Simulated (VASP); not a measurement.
Input of a VASP 6.6.1 run:

The input POSCAR:

```
NaLiCl2
1.0
    1.8915979422      1.0921145811      6.2476405605
   -1.8915979422      1.0921145811      6.2476405605
    0.0000000000     -2.1842291623      6.2476405605
Li Na Cl
1 1 2
Direct
    1.0000000000      0.0000000000      0.0000000000
    0.5000000000      0.5000000000      0.5000000000
    0.2566860797      0.2566860797      0.2566860797
    0.7433139203      0.7433139203      0.7433139203
```

Contents of INCAR.step1:

```
PREC = Accurate
ENCUT = 520
EDIFF = 1E-5
ISMEAR = 0
SIGMA = 0.01
LREAL = False
LASPH = True
NELM = 60
ALGO = Normal
ISIF = 2
LWAVE = True
LCHARG = False
GGA = PE
NBANDS = 20
```

INCAR.step2

```
PREC = Accurate
ENCUT = 520
EDIFF = 1E-7
ISMEAR = 0
SIGMA = 0.01
LREAL = False
LASPH = True
NELM = 60
ALGO = Normal
ISIF = 2
LWAVE = False
LCHARG = False
GGA = PE
LHFCALC = True
HFSCREEN = 0.2079
PRECFOCK = Normal
ISTART = 1
NBANDS = 20
```

KPOINTS

```
regular mesh
0
Gamma
  4 4 4
```

Potentials or basis: VASP PAW PBE potentials, release 64 (Li_sv, Na_pv, Cl).

Run with:

```console
$ cat potpaw_PBE.64/Li_sv/POTCAR potpaw_PBE.64/Na_pv/POTCAR potpaw_PBE.64/Cl/POTCAR > POTCAR
$ cp INCAR.step1 INCAR
$ mpirun -np 1 vasp_std > vasp.out
$ cp INCAR.step2 INCAR
$ mpirun -np 1 vasp_std > vasp.out
```

(1) What does it give for the largest force?

(2) Estimate the band gap on the k mesh.

## Answers

(1) 0.054 eV/Å.

(2) 6.98 eV.

Caveat: the k points lie up to 0.49 Å⁻¹ apart; the PAW data sets were made with another functional, which shifts forces and pressure a little.
